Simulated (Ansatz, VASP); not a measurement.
## SnSe: VASP beside Ansatz

Contents of POSCAR:

```
SnSe
1.0
    4.2853300000      0.0000000000      0.0000000000
    0.0000000000      4.2853300000      0.0000000000
    0.0000000000      0.0000000000     10.9906900000
Sn Se
2 2
Direct
    0.5000000000      0.0000000000      0.3722300000
    0.0000000000      0.5000000000      0.6277700000
    0.5000000000      0.0000000000      0.6160400000
    0.0000000000      0.5000000000      0.3839600000
```

File INCAR.step1:

```
  ALGO = Normal
  EDIFF = 1E-4
  ENCUT = 520
  GGA = PE
  ISMEAR = 0
  LASPH = T
  LCHARG = F
  LREAL = F
  LWAVE = T
  NBANDS = 28
  NELM = 80
  PREC = Accurate
  SIGMA = 0.01
```

The input INCAR.step2:

```
  ALGO = Normal
  EDIFF = 1E-8
  ENCUT = 520
  ISIF = 2
  ISMEAR = 0
  ISTART = 1
  LASPH = T
  LCHARG = F
  LEFG = T
  LMIXTAU = T
  LREAL = F
  LWAVE = F
  METAGGA = R2SCAN
  NBANDS = 28
  NELM = 80
  PREC = Accurate
  SIGMA = 0.01
```

KPOINTS

```
k-points
0
Gamma
  4 4 2
```

Input for Ansatz:

```yaml
crystal:
  lattice:
    - [4.28533, 0.0, 0.0]
    - [0.0, 4.28533, 0.0]
    - [0.0, 0.0, 10.99069]
  atoms:
    - { symbol: Sn, position: [0.5, 0.0, 0.37223] }
    - { symbol: Sn, position: [0.0, 0.5, 0.62777] }
    - { symbol: Se, position: [0.5, 0.0, 0.61604] }
    - { symbol: Se, position: [0.0, 0.5, 0.38396] }
basis:
  ecutwfc: 600.0
kpoints:
  mp_grid:
    grid: [4, 4, 2]
hamiltonian:
  xc: r2scan
scf:
  occupations:
    method: fixed
output:
  efg: {}
  eigenvalues: true
```

Alike in both runs: task electric field gradients; functional r2SCAN; k mesh 4 × 4 × 2; no spin polarisation.

|  | VASP | Ansatz |
| --- | --- | --- |
| version | VASP 6.6.1 | Ansatz 0.2.0 |
| potentials or method | VASP PAW PBE potentials, release 64 (Sn_d, Se), cutoff 520 eV | plane waves, PAW |
| occupations | gaussian, width 0.01 eV | fixed |
| valence electrons in the cell | 40 | 60 |

Ansatz gave:

| Item | Value |
| --- | --- |
| gap on the k mesh at the Fermi level (eV) | 1.92 |
| size of Vzz on the site where it differs most (V/Å²) | 148.5 |

Which values does VASP return?

gap on the k mesh at the Fermi level (eV): 1.91; size of Vzz on the site where it differs most (V/Å²): 146.3.

VASP's potentials were made for PBE, not for r2SCAN. VASP's potentials hold 40 valence electrons a cell and Ansatz's 60, so a difference there can come from the potentials and not from the codes.
